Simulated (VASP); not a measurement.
Here is a VASP 6.6.1 calculation.

Contents of INCAR:

```
ALGO = Normal ; EDIFF = 1E-7
EDIFFG = -0.005 ; ENCUT = 600
GGA = PE ; GGA_COMPAT = False
IBRION = 2 ; ISIF = 3
ISMEAR = 0 ; LASPH = True
LCHARG = False ; LREAL = False
LWAVE = False ; NELM = 120
NELMIN = 4 ; NSW = 100
PREC = Accurate ; SIGMA = 0.02
```

KPOINTS

```
k-points
0
Gamma
  6 6 8
```

File POSCAR:

```
MgF2
1.0
    4.6250000000      0.0000000000      0.0000000000
    0.0000000000      4.6250000000      0.0000000000
    0.0000000000      0.0000000000      3.0520000000
Mg F
2 4
Direct
    0.0000000000      0.0000000000      0.0000000000
    0.5000000000      0.5000000000      0.5000000000
    0.3030000000      0.3030000000      0.0000000000
    0.1970000000      0.8030000000      0.5000000000
    0.6970000000      0.6970000000      0.0000000000
    0.8030000000      0.1970000000      0.5000000000
```

Potentials or basis: VASP PAW PBE potentials, release 64 (Mg, F).

The run is started by

```console
$ cat potpaw_PBE.64/Mg/POTCAR potpaw_PBE.64/F/POTCAR > POTCAR
$ mpirun -np 1 vasp_std > vasp.out
```

Q: Predict the relaxed cell.

A: a = 4.681 Å, b = 4.681 Å, c = 3.084 Å, α = 90.00°, β = 90.00°, γ = 90.00°.

Q: Estimate the band gap on the k mesh.

A: 6.86 eV, direct.

The path:
```
step  energy change (eV)  largest force (eV/Å)  pressure (GPa)  volume (Å³)
   1              0.0000                0.0219            3.50        65.28
   2             -0.0237                0.0395           -0.03        67.55
   3             -0.0237                0.0386            0.02        67.52
   4             -0.0240                0.0184            0.00        67.55
   5             -0.0241                0.0003            0.00        67.58
```

A k mesh can miss the band edges. A hybrid or GW would open this gap; PBE tends to underestimate it.
